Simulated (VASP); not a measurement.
# Yb (Fm-3m) in VASP: a series of runs

Runs on Yb. Level: PBE. Tasks: density of states.

Everything below comes from runs of VASP 6.6.1. Logs are shortened: lines on timing, memory, paths and dates and some standing lists are left out, and cuts for length are marked.

## (1) The cell of the first run

Symmetry: Fm-3m, No. 225, cubic system. Conventional cell: a = 3.848 Å, b = 3.848 Å, c = 3.848 Å, α = 90.00°, β = 90.00°, γ = 90.00°. Within 3.6 Å of Yb (site symmetry m-3m) lie 12 Yb at 2.72 Å.

## (2) Density of states, PBE (volume scaled by 0.4)

The input, POSCAR:

```
Yb
1.0
    0.0000000000      1.9242325608      1.9242325608
    1.9242325608      0.0000000000      1.9242325608
    1.9242325608      1.9242325608      0.0000000000
Yb
1
Direct
    0.0000000000      0.0000000000      0.0000000000
```

The input, INCAR.step1:

```
SYSTEM = Yb
PREC = Accurate ; ENCUT = 520
EDIFF = 1E-7 ; ISMEAR = -1
SIGMA = 0.08 ; LREAL = .False.
LASPH = .True. ; NELM = 100
ALGO = Normal ; ISIF = 2
LWAVE = .False. ; LCHARG = .True.
LMAXMIX = 6 ; GGA = PE
NBANDS = 18
```

The input, KPOINTS.step1:

```
regular mesh
0
Gamma
  14 14 14
  0 0 0
```

The input, INCAR.step2:

```
SYSTEM = Yb
PREC = Accurate ; ENCUT = 520
EDIFF = 1E-7 ; ISMEAR = -5
SIGMA = 0.08 ; LREAL = .False.
LASPH = .True. ; NELM = 100
ALGO = Normal ; ISIF = 2
LWAVE = .False. ; LCHARG = .False.
LMAXMIX = 6 ; GGA = PE
LORBIT = 11 ; NEDOS = 2001
ICHARG = 11
```

The input, KPOINTS.step2:

```
regular mesh
0
Gamma
  21 21 21
  0 0 0
```

Potentials or basis: VASP PAW PBE potentials, release 64 (Yb).

Run with:

```console
$ cat potpaw_PBE.64/Yb/POTCAR > POTCAR
$ cp INCAR.step1 INCAR
$ cp KPOINTS.step1 KPOINTS
$ mpirun -np 1 vasp_std > vasp.out
$ cp INCAR.step2 INCAR
$ cp KPOINTS.step2 KPOINTS
$ mpirun -np 1 vasp_std > vasp.out
```

OUTCAR:

```text
SYSTEM = Yb
   PREC = Accurate
   ENCUT = 520
   EDIFF = 1E-7
   ISMEAR = -5
   LREAL = .False.
   LASPH = .True.
   NELM = 100
   ISIF = 2
   GGA = PE
   LORBIT = 11
   ICHARG = 11

 ion  position               nearest neighbor table
   1  0.000  0.000  0.000-

  LATTYP: Found a face centered cubic cell.
 ALAT       =     3.8484651216

  Lattice vectors:

 A1 = (   0.0000000000,   1.9242325608,   1.9242325608)
 A2 = (   1.9242325608,   0.0000000000,   1.9242325608)
 A3 = (   1.9242325608,   1.9242325608,   0.0000000000)

Analysis of symmetry for initial positions (statically):
=====================================================================
 Subroutine PRICEL returns:
 Original cell was already a primitive cell.

 Routine SETGRP: Setting up the symmetry group for a
 face centered cubic supercell.

 Subroutine GETGRP returns: Found 48 space group operations
 (whereof 48 operations were pure point group operations)
 out of a pool of 48 trial point group operations.

The static configuration has the point symmetry O_h .

Analysis of symmetry for dynamics (positions and initial velocities):
=====================================================================
 Subroutine PRICEL returns:
 Original cell was already a primitive cell.

 Routine SETGRP: Setting up the symmetry group for a
 face centered cubic supercell.

 Subroutine GETGRP returns: Found 48 space group operations
 (whereof 48 operations were pure point group operations)
 out of a pool of 48 trial point group operations.

The dynamic configuration has the point symmetry O_h .

 Subroutine INISYM returns: Found 48 space group operations
 (whereof 48 operations are pure point group operations),
 and found     1 'primitive' translations

----------------------------------------------------------------------------------------

                                     Primitive cell

  volume of cell :      14.2496

  direct lattice vectors                    reciprocal lattice vectors
     0.000000000  1.924232561  1.924232561    -0.259843852  0.259843852  0.259843852
     1.924232561  0.000000000  1.924232561     0.259843852 -0.259843852  0.259843852
     1.924232561  1.924232561  0.000000000     0.259843852  0.259843852 -0.259843852

  length of vectors
     2.721275785  2.721275785  2.721275785     0.450062753  0.450062753  0.450062753

  position of ions in fractional coordinates (direct lattice)
     0.000000000  0.000000000  0.000000000

  ion indices of the primitive-cell ions
   primitive index   ion index
                 1           1

----------------------------------------------------------------------------------------

 KPOINTS: regular mesh

Automatic generation of k-mesh.
 Grid dimensions read from file:
 generate k-points for:   21   21   21

 Generating k-lattice:

  Cartesian coordinates                     Fractional coordinates (reciprocal lattice)
    -0.012373517  0.012373517  0.012373517     0.047619048  0.000000000  0.000000000
     0.012373517 -0.012373517  0.012373517     0.000000000  0.047619048  0.000000000
     0.012373517  0.012373517 -0.012373517     0.000000000  0.000000000  0.047619048

  Length of vectors
     0.021431560  0.021431560  0.021431560

  Shift w.r.t. Gamma in fractional coordinates (k-lattice)
     0.000000000  0.000000000  0.000000000

 TETIRR: Found   1276 inequivalent tetrahedra from    55566

 Subroutine IBZKPT returns following result:
 ===========================================

 Found    286 irreducible k-points:

 Following reciprocal coordinates:
            Coordinates               Weight
  0.000000  0.000000  0.000000      1.000000
  0.047619  0.000000  0.000000      8.000000
  0.095238  0.000000  0.000000      8.000000
  0.142857  0.000000  0.000000      8.000000
  0.190476  0.000000  0.000000      8.000000
  0.238095  0.000000  0.000000      8.000000
[... 16 lines left out ...]
 -0.428571  0.047619  0.000000     24.000000
 -0.380952  0.047619  0.000000     24.000000
 [... further k-points ...]
   k-points           NKPTS =    286   k-points in BZ     NKDIM =    286   number of bands    NBANDS=     16
   number of dos      NEDOS =   2001   number of ions     NIONS =      1
   total plane-waves  NPLWV =   8000
   dimension x,y,z NGX =    20 NGY =   20 NGZ =   20
   dimension x,y,z NGXF=    40 NGYF=   40 NGZF=   40
   ions per type =               1
   NGX,Y,Z   is equivalent  to a cutoff of  12.22, 12.22, 12.22 a.u.
   NGXF,Y,Z  is equivalent  to a cutoff of  24.44, 24.44, 24.44 a.u.
 SYSTEM =  Yb
   PREC   = accura    normal or accurate (medium, high low for compatibility)
   ISTART =      0    job   : 0-new  1-cont  2-samecut
   ICHARG =     11    charge: 1-file 2-atom 10-const
   ISPIN  =      1    spin polarized calculation?
   LNONCOLLINEAR =      F non collinear calculations
   LSORBIT =      F    spin-orbit coupling
   LASPH  =      T    aspherical Exc in radial PAW
   ENCUT  =  520.0 eV  38.22 Ry    6.18 a.u.   5.06  5.06  5.06*2*pi/ulx,y,z
   NELM   =    100;   NELMIN=  2; NELMDL=  0     # of ELM steps
   EDIFF  = 0.1E-06   stopping-criterion for ELM
   LREAL  =      F    real-space projection
   EDIFFG = 0.1E-05   stopping-criterion for IOM
   NSW    =      0    number of steps for IOM
   IBRION =     -1    ionic relax: 0-MD 1-quasi-New 2-CG
   NFREE  =      0    steps in history (QN), initial steepest desc. (CG)
   ISIF   =      2    stress and relaxation
   ISYM   =      2    0-nonsym 1-usesym 2-fastsym
   POTIM  = 0.5000    time-step for ionic-motion
   TEBEG  =    0.0;   TEEND  =   0.0 temperature during run
   PSTRESS=    0.0 pullay stress
   NELECT =      24.0000    total number of electrons
   NUPDOWN=      -1.0000    fix difference up-down
   EMIN   =  10.00;   EMAX   =-10.00  energy-range for DOS
   EFERMI =   0.00;   METHOD = LEGACY
   ISMEAR =    -5;   SIGMA  =   0.08  broadening in eV -4-tet -1-fermi 0-gaus
   EFERMI_NEDOS =   21; number of points for ismear=-14 and -15
   IALGO  =     38    algorithm
   IMIX   =      4    mixing-type and parameters
     AMIX     =   0.40;   BMIX     =  1.00
     AMIX_MAG =   1.60;   BMIX_MAG =  1.00
  volume/ion in A,a.u.               =      14.25        96.16
  Fermi-wavevector in a.u.,A,eV,Ry     =   1.947800  3.680808 51.619479  3.793925
  Thomas-Fermi vector in A             =   2.975953
   LORBIT       =     11    0 simple, 1 ext, 2 COOP (PROOUT), +10 PAW based schemes
   GGA     = PE    functional components
   LHFCALC =     F    Hartree Fock is set to
   AEXX    =    0.0000 exact exchange contribution
   IVDW    =     0    specifies the selected vdW correction
   LEPSILON=     F    determine dielectric tensor
   LRPA    =     F    only Hartree local field effects (RPA)
 non-spin polarized calculation
 Fermi weights with tetrahedron method with Bloechl corrections
  energy-cutoff  :      520.00
  volume of cell :       14.25
 maximum number of plane-waves:       393

 number of electron      23.9999993 magnetization

 Free energy of the ion-electron system (eV)
  ---------------------------------------------------
  ext. energy  EPLUGINS =         0.00000000
  ---------------------------------------------------
  free energy    TOTEN  =        -0.72223865 eV

  energy without entropy =       -0.72223865  energy(sigma->0) =       -0.72223865

 E-fermi :   5.4567     XC(G=0): -14.5819

 val. band max:        5.5052163004   @ k =  -0.1905   0.2381   0.0476
 cond. band min:       5.4285456986   @ k =  -0.4286   0.3810   0.0952
 fundamental gap:     -0.0766706019
 Fermi energy:         5.4567273592

 k-point     1 :       0.0000    0.0000    0.0000
  band No.  band energies     occupation
      1     -46.6933      2.00000
      2     -16.5327      2.00000
      3     -16.5327      2.00000
      4     -16.5327      2.00000
      5      -0.2225      2.00000
      6       3.7416      2.00000
[... 8 lines left out ...]
     15       9.0364      0.00000
     16      14.4589      0.00000

 k-point     2 :       0.0476    0.0000    0.0000
  band No.  band energies     occupation
      1     -46.6782      2.00000
      2     -16.6652      2.00000
      3     -16.5458      2.00000
      4     -16.5458      2.00000
      5      -0.0459      2.00000
      6       3.7363      2.00000
[... 8 lines left out ...]
     15       9.1244      0.00000
     16      14.3448      0.00000

 k-point     3 :       0.0952    0.0000    0.0000
  band No.  band energies     occupation
      1     -46.6340      2.00000
      2     -17.0380      2.00000
      3     -16.5836      2.00000
      4     -16.5836      2.00000
      5       0.4455      2.00000
      6       3.7255      2.00000
[... 8 lines left out ...]
     15       9.3585      0.00000
     16      14.0675      0.00000

 k-point     4 :       0.1429    0.0000    0.0000
  band No.  band energies     occupation
      1     -46.5642      2.00000
      2     -17.5880      2.00000
      3     -16.6425      2.00000
      4     -16.6425      2.00000
      5       1.1405      2.00000
      6       3.7285      2.00000
[... 8 lines left out ...]
     15       9.6449      0.00000
     16      13.7969      0.00000
[... 324 lines left out ...]
 k-point    22 :      -0.4762    0.0476    0.0000
  band No.  band energies     occupation
      1     -45.9646      2.00000
      2     -21.0774      2.00000
      3     -17.1805      2.00000
      4     -17.1064      2.00000
      5       2.4845      2.00000
      6       3.8127      2.00000
[... 8 lines left out ...]
     15      11.9401      0.00000
     16      18.7633      0.00000

 k-point    23 :      -0.4286    0.0476    0.0000
  band No.  band energies     occupation
      1     -45.9872      2.00000
      2     -20.9682      2.00000
      3     -17.1845      2.00000
      4     -17.0705      2.00000
      5       2.5085      2.00000
      6       3.8296      2.00000
[... 8 lines left out ...]
     15      11.6033      0.00000
     16      17.9018      0.00000

 k-point    24 :      -0.3810    0.0476    0.0000
  band No.  band energies     occupation
      1     -46.0411      2.00000
      2     -20.7015      2.00000
      3     -17.1630      2.00000
      4     -17.0140      2.00000
      5       2.5594      2.00000
      6       3.8693      2.00000
[... 8 lines left out ...]
     15      10.8419      0.00000
     16      16.7910      0.00000

 [... further k-points ...]
[... 5 lines left out ...]
  --------------------------------------------------------------------------------------
  -------------------------------------------------------------------------------------
  Total        7.0311328      7.0311328      7.0311328     -0.0000000      0.0000000     -0.0000000
  in kB      790.5570337    790.5570337    790.5570337     -0.0000000      0.0000000     -0.0000000
  external PRESSURE =     790.5570337 kB  Pullay stress =       0.0000000 kB

 VOLUME and BASIS-vectors are now :
 -----------------------------------------------------------------------------
  energy-cutoff  :      520.00
  volume of cell :       14.25
      direct lattice vectors                 reciprocal lattice vectors
     0.000000000  1.924232561  1.924232561    -0.259843852  0.259843852  0.259843852
     1.924232561  0.000000000  1.924232561     0.259843852 -0.259843852  0.259843852
     1.924232561  1.924232561  0.000000000     0.259843852  0.259843852 -0.259843852

 POSITION                                       TOTAL-FORCE (eV/Angst)
 -----------------------------------------------------------------------------------
      0.00000      0.00000      0.00000        -0.000000     -0.000000     -0.000000
 -----------------------------------------------------------------------------------
    total drift:                                0.000000      0.000000      0.000000

  FREE ENERGIE OF THE ION-ELECTRON SYSTEM (eV)
  ---------------------------------------------------
  free  energy   TOTEN  =        -0.7222386478 eV

  energy  without entropy=       -0.7222386478  energy(sigma->0) =       -0.72223865

 total charge

# of ion       s       p       d       f       tot
--------------------------------------------------
    1        2.380   6.097   1.279  13.514  23.270
```

Run time: 61 s. Hardware: 1 thread of AMD EPYC 9R45 (Zen 5), shared host; peak memory 0.16 GiB.

The run converged, but its numbers aren't listed here, since they failed a check.

Caveat: spin-orbit coupling is left out, which moves the levels of the heavy elements; tetrahedron occupations give inexact forces and stress in metals.

## (3) Density of states, PBE (volume scaled by 0.6)

The input, POSCAR:

```
Yb
1.0
    0.0000000000      2.2026964183      2.2026964183
    2.2026964183      0.0000000000      2.2026964183
    2.2026964183      2.2026964183      0.0000000000
Yb
1
Direct
    0.0000000000      0.0000000000      0.0000000000
```

The input, INCAR.step1:

```
SYSTEM = Yb
PREC = Accurate
ENCUT = 520
EDIFF = 1E-6
ISMEAR = -1
SIGMA = 0.08
LREAL = .False.
LASPH = .True.
NELM = 100
ALGO = Normal
ISIF = 2
LWAVE = .False.
LCHARG = .True.
LMAXMIX = 6
GGA = PE
NBANDS = 18
```

KPOINTS.step1 is that of step 2.

The input, INCAR.step2:

```
SYSTEM = Yb
PREC = Accurate
ENCUT = 520
EDIFF = 1E-6
ISMEAR = -5
SIGMA = 0.08
LREAL = .False.
LASPH = .True.
NELM = 100
ALGO = Normal
ISIF = 2
LWAVE = .False.
LCHARG = .False.
LMAXMIX = 6
GGA = PE
LORBIT = 10
NBANDS = 18
NEDOS = 2001
ICHARG = 11
```

KPOINTS.step2 is that of step 2.

Potentials or basis: VASP PAW PBE potentials, release 64 (Yb).

Run with:

```console
$ cat potpaw_PBE.64/Yb/POTCAR > POTCAR
$ cp INCAR.step1 INCAR
$ cp KPOINTS.step1 KPOINTS
$ mpirun -np 1 vasp_std > vasp.out
$ cp INCAR.step2 INCAR
$ cp KPOINTS.step2 KPOINTS
$ mpirun -np 1 vasp_std > vasp.out
```

Run time: 96 s. Hardware: 1 thread of AMD EPYC 9R45 (Zen 5), shared host; peak memory 0.21 GiB.

It converged, with:

```yaml
Valence_electrons_inside_the_program's_atomic_spheres: Yb 22.50
```

Levels at points of the mesh, in eV from the Fermi level:
```tsv
k point	band 9	band 10	band 11	band 12	band 13	band 14	band 15	band 16
(0.00, 0.00, 0.00)	-0.63	-0.37	-0.37	-0.37	3.45	3.45	3.45	7.05
```

Caveat: spin-orbit coupling is left out, which moves the levels of the heavy elements; tetrahedron occupations give inexact forces and stress in metals. Spin polarisation is off, so any magnetic state and its effect on volume and gap are missing.

(Continued in part 2 of 2.)
